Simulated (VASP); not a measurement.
# FePt (Tetraferroplatinum) (P4/mmm) in VASP: further runs, part 2 of 2

VASP 6.6.1. The steps go on from the part before.

**4. Single point, PBE, collinear spin, ferromagnetic start**

Contents of INCAR:

```
SYSTEM = FePt
PREC = Accurate ; ENCUT = 520
EDIFF = 1E-6 ; ISMEAR = -1
SIGMA = 0.05 ; LREAL = .FALSE.
LASPH = .TRUE. ; NELM = 150
ALGO = Normal ; ISIF = 2
LWAVE = .FALSE. ; LCHARG = .TRUE.
ISPIN = 2 ; MAGMOM = 0 3
LORBIT = 11 ; NUPDOWN = 3.0
LMAXMIX = 4 ; GGA = PE
LELF = .TRUE. ; LVHAR = .TRUE.
NBANDS = 20
```

Contents of KPOINTS:

```
regular mesh
0
G
  8 8 6
  0 0 0
```

Contents of POSCAR:

```
FePt
1.0
    2.7235000000      0.0000000000      0.0000000000
    0.0000000000      2.7235000000      0.0000000000
    0.0000000000      0.0000000000      3.7200000000
Pt Fe
1 1
Direct
    0.5000000000      0.5000000000      0.5000000000
    0.0000000000      0.0000000000      0.0000000000
```

Potentials or basis: VASP PAW PBE potentials, release 64 (Pt, Fe).

On the command line:

```
> cat potpaw_PBE.64/Pt/POTCAR potpaw_PBE.64/Fe/POTCAR > POTCAR
> mpirun -np 1 vasp_std > vasp.out
```

OUTCAR:

```text
SYSTEM = FePt
   PREC = Accurate
   ENCUT = 520
   EDIFF = 1E-6
   ISMEAR = -1
   LREAL = .FALSE.
   LASPH = .TRUE.
   NELM = 150
   ISIF = 2
   ISPIN = 2
   LORBIT = 11
   NUPDOWN = 3.0
   GGA = PE

 ion  position               nearest neighbor table
   1  0.500  0.500  0.500-   2 2.68   2 2.68   2 2.68   2 2.68   2 2.68   2 2.68   2 2.68   2 2.68

   2  0.000  0.000  0.000-   1 2.68   1 2.68   1 2.68   1 2.68   1 2.68   1 2.68   1 2.68   1 2.68

  LATTYP: Found a simple tetragonal cell.
 ALAT       =     2.7235000000
 C/A-ratio  =     1.3658894804

  Lattice vectors:

 A1 = (   2.7235000000,   0.0000000000,   0.0000000000)
 A2 = (   0.0000000000,   2.7235000000,   0.0000000000)
 A3 = (   0.0000000000,   0.0000000000,   3.7200000000)

Analysis of symmetry for initial positions (statically):
=====================================================================
 Subroutine PRICEL returns:
 Original cell was already a primitive cell.

 Routine SETGRP: Setting up the symmetry group for a
 simple tetragonal supercell.

 Subroutine GETGRP returns: Found 16 space group operations
 (whereof 16 operations were pure point group operations)
 out of a pool of 16 trial point group operations.

The static configuration has the point symmetry D_4h.

Analysis of symmetry for dynamics (positions and initial velocities):
=====================================================================
 Subroutine PRICEL returns:
 Original cell was already a primitive cell.

 Routine SETGRP: Setting up the symmetry group for a
 simple tetragonal supercell.

 Subroutine GETGRP returns: Found 16 space group operations
 (whereof 16 operations were pure point group operations)
 out of a pool of 16 trial point group operations.

The dynamic configuration has the point symmetry D_4h.

Analysis of structural, dynamic, and magnetic symmetry:
=====================================================================
 Subroutine PRICEL returns:
 Original cell was already a primitive cell.

 Routine SETGRP: Setting up the symmetry group for a
 simple tetragonal supercell.

 Subroutine GETGRP returns: Found 16 space group operations
 (whereof 16 operations were pure point group operations)
 out of a pool of 16 trial point group operations.

The overall configuration has the point symmetry D_4h.

 Subroutine INISYM returns: Found 16 space group operations
 (whereof 16 operations are pure point group operations),
 and found     1 'primitive' translations

----------------------------------------------------------------------------------------

                                     Primitive cell

  volume of cell :      27.5929

  direct lattice vectors                    reciprocal lattice vectors
     2.723500000  0.000000000  0.000000000     0.367174592  0.000000000  0.000000000
     0.000000000  2.723500000  0.000000000     0.000000000  0.367174592  0.000000000
     0.000000000  0.000000000  3.720000000     0.000000000  0.000000000  0.268817204

  length of vectors
     2.723500000  2.723500000  3.720000000     0.367174592  0.367174592  0.268817204

  position of ions in fractional coordinates (direct lattice)
     0.500000000  0.500000000  0.500000000
     0.000000000  0.000000000  0.000000000

  ion indices of the primitive-cell ions
[... 65 lines left out ...]
 SYSTEM =  FePt
   PREC   = accura    normal or accurate (medium, high low for compatibility)
   ISTART =      0    job   : 0-new  1-cont  2-samecut
   ICHARG =      2    charge: 1-file 2-atom 10-const
   ISPIN  =      2    spin polarized calculation?
   LNONCOLLINEAR =      F non collinear calculations
   LSORBIT =      F    spin-orbit coupling
   LASPH  =      T    aspherical Exc in radial PAW
   ENCUT  =  520.0 eV  38.22 Ry    6.18 a.u.   5.06  5.06  6.92*2*pi/ulx,y,z
   NELM   =    150;   NELMIN=  2; NELMDL= -5     # of ELM steps
   EDIFF  = 0.1E-05   stopping-criterion for ELM
   LREAL  =      F    real-space projection
   EDIFFG = 0.1E-04   stopping-criterion for IOM
   NSW    =      0    number of steps for IOM
   IBRION =     -1    ionic relax: 0-MD 1-quasi-New 2-CG
   NFREE  =      0    steps in history (QN), initial steepest desc. (CG)
   ISIF   =      2    stress and relaxation
   ISYM   =      2    0-nonsym 1-usesym 2-fastsym
   POTIM  = 0.5000    time-step for ionic-motion
   TEBEG  =    0.0;   TEEND  =   0.0 temperature during run
   PSTRESS=    0.0 pullay stress
   NELECT =      18.0000    total number of electrons
   NUPDOWN=       3.0000    fix difference up-down
   EMIN   =  10.00;   EMAX   =-10.00  energy-range for DOS
   EFERMI =   0.00;   METHOD = LEGACY
   ISMEAR =    -1;   SIGMA  =   0.05  broadening in eV -4-tet -1-fermi 0-gaus
   EFERMI_NEDOS =   21; number of points for ismear=-14 and -15
   IALGO  =     38    algorithm
   IMIX   =      4    mixing-type and parameters
     AMIX     =   0.40;   BMIX     =  1.00
     AMIX_MAG =   1.60;   BMIX_MAG =  1.00
  volume/ion in A,a.u.               =      13.80        93.10
  Fermi-wavevector in a.u.,A,eV,Ry     =   1.419819  2.683070 27.427809  2.015887
  Thomas-Fermi vector in A             =   2.540800
   LORBIT       =     11    0 simple, 1 ext, 2 COOP (PROOUT), +10 PAW based schemes
   GGA     = PE    functional components
   LHFCALC =     F    Hartree Fock is set to
   AEXX    =    0.0000 exact exchange contribution
   IVDW    =     0    specifies the selected vdW correction
   LEPSILON=     F    determine dielectric tensor
   LRPA    =     F    only Hartree local field effects (RPA)
 spin polarized calculation
  energy-cutoff  :      520.00
  volume of cell :       27.59
 maximum number of plane-waves:       760
   NGX = 11   NGY = 11   NGZ = 13

 number of electron      17.9999997 magnetization       3.0000001

 Free energy of the ion-electron system (eV)
  ---------------------------------------------------
  ext. energy  EPLUGINS =         0.00000000
  ---------------------------------------------------
  free energy    TOTEN  =       -14.77546836 eV

  energy without entropy =      -14.76147325  energy(sigma->0) =      -14.76847081

 E-fermi :   8.8338     XC(G=0): -13.0621

 val. band max:        8.8119016076   @ k =   0.5000   0.5000   0.1667
 cond. band min:       8.3538470813   @ k =   0.3750   0.0000   0.5000
 fundamental gap:     -0.4580545263
 Fermi energy:         8.3521124782

 spin component 1

 k-point     1 :       0.0000    0.0000    0.0000
  band No.  band energies     occupation
      1      -0.8827      1.00000
      2       2.3697      1.00000
      3       2.5138      1.00000
      4       5.3136      1.00000
      5       5.3136      1.00000
      6       5.9021      1.00000
[... 541 lines left out ...]
     19      28.7051      0.00000
     20      30.5859      0.00000

 [... further k-points ...]

 spin component 2

 k-point     1 :       0.0000    0.0000    0.0000
  band No.  band energies     occupation
      1      -0.7825      1.00000
      2       2.8211      1.00000
      3       2.8708      1.00000
      4       6.2562      1.00000
      5       6.2562      1.00000
      6       7.8354      1.00000
[... 541 lines left out ...]
     19      29.1556      0.00000
     20      30.5564      0.00000

 [... further k-points ...]

------------------------ aborting loop because EDIFF is reached ----------------------------------------

  FORCE on cell =-STRESS in cart. coord.  units (eV):
  Direction    XX          YY          ZZ          XY          YZ          ZX
  --------------------------------------------------------------------------------------
  -------------------------------------------------------------------------------------
  Total       -0.0527241     -0.0527241      0.4884814      0.0000000      0.0000000     -0.0000000
  in kB       -3.0614146     -3.0614146     28.3635699      0.0000000      0.0000000     -0.0000000
  external PRESSURE =       7.4135802 kB  Pullay stress =       0.0000000 kB

 VOLUME and BASIS-vectors are now :
 -----------------------------------------------------------------------------
  energy-cutoff  :      520.00
  volume of cell :       27.59
      direct lattice vectors                 reciprocal lattice vectors
     2.723500000  0.000000000  0.000000000     0.367174592  0.000000000  0.000000000
     0.000000000  2.723500000  0.000000000     0.000000000  0.367174592  0.000000000
     0.000000000  0.000000000  3.720000000     0.000000000  0.000000000  0.268817204

 POSITION                                       TOTAL-FORCE (eV/Angst)
 -----------------------------------------------------------------------------------
      1.36175      1.36175      1.86000         0.000000      0.000000      0.000000
      0.00000      0.00000      0.00000         0.000000      0.000000      0.000000
 -----------------------------------------------------------------------------------
    total drift:                               -0.000000      0.000000      0.000000

  FREE ENERGIE OF THE ION-ELECTRON SYSTEM (eV)
  ---------------------------------------------------
  free  energy   TOTEN  =       -14.7754683633 eV

  energy  without entropy=      -14.7614732538  energy(sigma->0) =      -14.76847081

 total charge

# of ion       s       p       d       tot
------------------------------------------
    1        0.713   0.667   8.042   9.422
    2        0.405   0.449   6.143   6.997
--------------------------------------------------
tot          1.118   1.116  14.185  16.419

 magnetization (x)

# of ion       s       p       d       tot
------------------------------------------
    1       -0.029  -0.073   0.333   0.231
    2        0.002  -0.009   2.761   2.754
--------------------------------------------------
tot         -0.026  -0.083   3.094   2.985
```

Wall time 76 s (1 thread of Intel Xeon Platinum 8175M at 2.50GHz (Skylake/Cascade Lake), shared host); peak memory 0.18 GiB.

Results:

```
Free energy                                           : -14.7755 eV
Pressure                                              : 0.7 GPa
Net moment                                            : 3.00 μB per cell
Site moments                                          : Pt +0.23; Fe +2.75 μB
Valence electrons inside the program's atomic spheres : Pt 9.42; Fe 7.00
```

Stress tensor (GPa, compression positive):
```
-0.31  0.00  0.00
 0.00 -0.31  0.00
 0.00  0.00  2.84
```

Caveat: spin-orbit coupling is left out, which moves the levels of the heavy elements; the total moment is fixed, so each spin has its own Fermi level.

**5. Single point, PBE, collinear spin, ferromagnetic start**

Contents of INCAR:

```
SYSTEM = FePt
PREC = Accurate ; ENCUT = 520
EDIFF = 1E-6 ; ISMEAR = -1
SIGMA = 0.05 ; LREAL = .False.
LASPH = .True. ; NELM = 150
ALGO = Normal ; ISIF = 2
LWAVE = .False. ; LCHARG = .False.
ISPIN = 2 ; MAGMOM = 0 3.8
LORBIT = 11 ; NUPDOWN = 3.8
LMAXMIX = 4 ; GGA = PE
NBANDS = 20
```

Contents of KPOINTS:

```
regular mesh
0
Gamma
  8 8 6
  0 0 0
```

POSCAR is that of step 4.

Potentials or basis: VASP PAW PBE potentials, release 64 (Pt, Fe).

On the command line:

```
> cat potpaw_PBE.64/Pt/POTCAR potpaw_PBE.64/Fe/POTCAR > POTCAR
> mpirun -np 1 vasp_std > vasp.out
```

OUTCAR:

```text
SYSTEM = FePt
   PREC = Accurate
   ENCUT = 520
   EDIFF = 1E-6
   ISMEAR = -1
   LREAL = .False.
   LASPH = .True.
   NELM = 150
   ISIF = 2
   ISPIN = 2
   LORBIT = 11
   NUPDOWN = 3.8
   GGA = PE

 ion  position               nearest neighbor table
   1  0.500  0.500  0.500-   2 2.68   2 2.68   2 2.68   2 2.68   2 2.68   2 2.68   2 2.68   2 2.68

   2  0.000  0.000  0.000-   1 2.68   1 2.68   1 2.68   1 2.68   1 2.68   1 2.68   1 2.68   1 2.68

  LATTYP: Found a simple tetragonal cell.
 ALAT       =     2.7235000000
 C/A-ratio  =     1.3658894804

  Lattice vectors:

 A1 = (   2.7235000000,   0.0000000000,   0.0000000000)
 A2 = (   0.0000000000,   2.7235000000,   0.0000000000)
 A3 = (   0.0000000000,   0.0000000000,   3.7200000000)

Analysis of symmetry for initial positions (statically):
=====================================================================
 Subroutine PRICEL returns:
 Original cell was already a primitive cell.

 Routine SETGRP: Setting up the symmetry group for a
 simple tetragonal supercell.

 Subroutine GETGRP returns: Found 16 space group operations
[... 1293 lines left out ...]
     20      30.6402      0.00000

 [... further k-points ...]

------------------------ aborting loop because EDIFF is reached ----------------------------------------

  FORCE on cell =-STRESS in cart. coord.  units (eV):
  Direction    XX          YY          ZZ          XY          YZ          ZX
  --------------------------------------------------------------------------------------
  -------------------------------------------------------------------------------------
  Total        1.5316316      1.5316316      0.9667834      0.0000000      0.0000000     -0.0000000
  in kB       88.9338704     88.9338704     56.1360754      0.0000000      0.0000000     -0.0000000
  external PRESSURE =      78.0012721 kB  Pullay stress =       0.0000000 kB

 VOLUME and BASIS-vectors are now :
 -----------------------------------------------------------------------------
  energy-cutoff  :      520.00
  volume of cell :       27.59
      direct lattice vectors                 reciprocal lattice vectors
     2.723500000  0.000000000  0.000000000     0.367174592  0.000000000  0.000000000
     0.000000000  2.723500000  0.000000000     0.000000000  0.367174592  0.000000000
     0.000000000  0.000000000  3.720000000     0.000000000  0.000000000  0.268817204

 POSITION                                       TOTAL-FORCE (eV/Angst)
 -----------------------------------------------------------------------------------
      1.36175      1.36175      1.86000         0.000000      0.000000      0.000000
      0.00000      0.00000      0.00000         0.000000      0.000000      0.000000
 -----------------------------------------------------------------------------------
    total drift:                               -0.000000      0.000000      0.000000

  FREE ENERGIE OF THE ION-ELECTRON SYSTEM (eV)
  ---------------------------------------------------
  free  energy   TOTEN  =       -14.6886660610 eV

  energy  without entropy=      -14.6728873734  energy(sigma->0) =      -14.68077672

 total charge

# of ion       s       p       d       tot
------------------------------------------
    1        0.726   0.675   8.055   9.456
    2        0.422   0.465   6.074   6.961
--------------------------------------------------
tot          1.148   1.140  14.129  16.418

 magnetization (x)

# of ion       s       p       d       tot
------------------------------------------
    1       -0.009  -0.026   0.571   0.535
    2        0.018   0.013   3.174   3.205
--------------------------------------------------
tot          0.009  -0.014   3.745   3.740
```

Run time: 67 s. Hardware: 1 thread of Intel Xeon Platinum 8175M at 2.50GHz (Skylake/Cascade Lake), shared host; peak memory 0.18 GiB.

Results:

```
Free energy                                           : -14.6887 eV
Pressure                                              : 7.8 GPa
Net moment                                            : 3.80 μB per cell
Site moments                                          : Pt +0.54; Fe +3.21 μB
Valence electrons inside the program's atomic spheres : Pt 9.46; Fe 6.96
```

Caveat: spin-orbit coupling is left out, which moves the levels of the heavy elements; the total moment is fixed, so each spin has its own Fermi level.

**6. Single point, PBE, collinear spin, ferromagnetic start**

Contents of INCAR:

```
  PREC = Accurate
  ENCUT = 520
  EDIFF = 1E-6
  ISMEAR = -1
  SIGMA = 0.05
  LREAL = F
  LASPH = T
  NELM = 150
  ALGO = Normal
  ISIF = 2
  LWAVE = F
  LCHARG = F
  ISPIN = 2
  MAGMOM = 0 4.5
  LORBIT = 11
  NUPDOWN = 4.5
  LMAXMIX = 4
  GGA = PE
  NBANDS = 20
```

Contents of KPOINTS:

```
regular mesh
0
Gamma
  8 8 6
```

POSCAR is that of step 5.

Potentials or basis: VASP PAW PBE potentials, release 64 (Pt, Fe).

On the command line:

```
> cat potpaw_PBE.64/Pt/POTCAR potpaw_PBE.64/Fe/POTCAR > POTCAR
> mpirun -np 1 vasp_std > vasp.out
```

Wall time 69 s (1 thread of Intel Xeon Platinum 8175M at 2.50GHz (Skylake/Cascade Lake), shared host); peak memory 0.18 GiB.

The run converged. Its results:

| Quantity | Value |
| --- | --- |
| Free energy | -14.0430 eV |
| Pressure | 15.4 GPa |
| Net moment | 4.50 μB per cell |
| Site moments | Pt +0.87; Fe +3.49 μB |
| Valence electrons inside the program's atomic spheres | Pt 9.47; Fe 6.93 |

Stress tensor (GPa, compression positive):
```
17.96  0.00  0.00
 0.00 17.96  0.00
 0.00  0.00 10.30
```

Caveat: spin-orbit coupling is left out, which moves the levels of the heavy elements; the total moment is fixed, so each spin has its own Fermi level.

**7. Overview**

```tsv
fixed moment (μB)	pressure (GPa)	moment (μB)
1.5	-8.5	1.50
2.2	-4.5	2.20
3.0	0.7	3.00
3.8	7.8	3.80
4.5	15.4	4.50
```

Alike in all rows: task single point; level PBE; potentials or basis VASP PAW PBE potentials, release 64 (Pt, Fe); spin collinear, ferromagnetic start; cell as given; k mesh 8 × 8 × 6; cutoff (eV) 520; smearing fermi-dirac 0.05 eV.

Caveats: spin-orbit coupling is left out, which moves the levels of the heavy elements; the total moment is fixed, so each spin has its own Fermi level.

Absolute energies hang on the potentials; compare differences alone.
